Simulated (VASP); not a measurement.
A run of VASP 6.6.1 is set up as follows.

File INCAR:

```
PREC     = Accurate       # precision mode
ENCUT    = 600            # plane-wave cutoff, eV
EDIFF    = 1E-6           # SCF threshold, eV
ISMEAR   = -1             # smearing method
SIGMA    = 0.05           # smearing width, eV
LREAL    = F              # projectors in reciprocal space
LASPH    = T              # aspherical terms in the spheres
NELM     = 150            # most SCF steps
ALGO     = Normal         # electronic algorithm
ISIF     = 3              # what is computed and relaxed
LWAVE    = F              # write WAVECAR
LCHARG   = F              # write CHGCAR
ISPIN    = 2              # spin polarisation
MAGMOM   = 1 1 1          # initial moments
LORBIT   = 11             # projections on sites
LMAXMIX  = 4              # l up to which the mixer works
GGA      = PE             # functional
IBRION   = 2              # ionic algorithm
NSW      = 80             # ionic steps
EDIFFG   = -0.01          # ionic threshold
```

The input KPOINTS:

```
regular mesh
0
Gamma
  8 8 12
```

POSCAR

```
Pt
1.0
    4.4020276304      0.0000000000      0.0000000000
   -2.2010138152      3.8122677561      0.0000000000
    0.0000000000      0.0000000000      2.6984429374
Pt
3
Direct
    0.0000000000      0.0000000000      0.0000000000
    0.3333333333      0.6666666667      0.5000000000
    0.6666666667      0.3333333333      0.5000000000
```

Potentials or basis: VASP PAW PBE potentials, release 64 (Pt).

Run with:

```bash
$ cat potpaw_PBE.64/Pt/POTCAR > POTCAR
$ mpirun -np 1 vasp_std > vasp.out
```

(1) Predict the space group after relaxing (to 0.1 Å).

(2) Predict the band gap on the k mesh.

Results:

(1) P6/mmm (No. 191).

(2) zero (filled and empty bands overlap).

Caveat: spin-orbit coupling is left out, which moves the levels of the heavy elements.
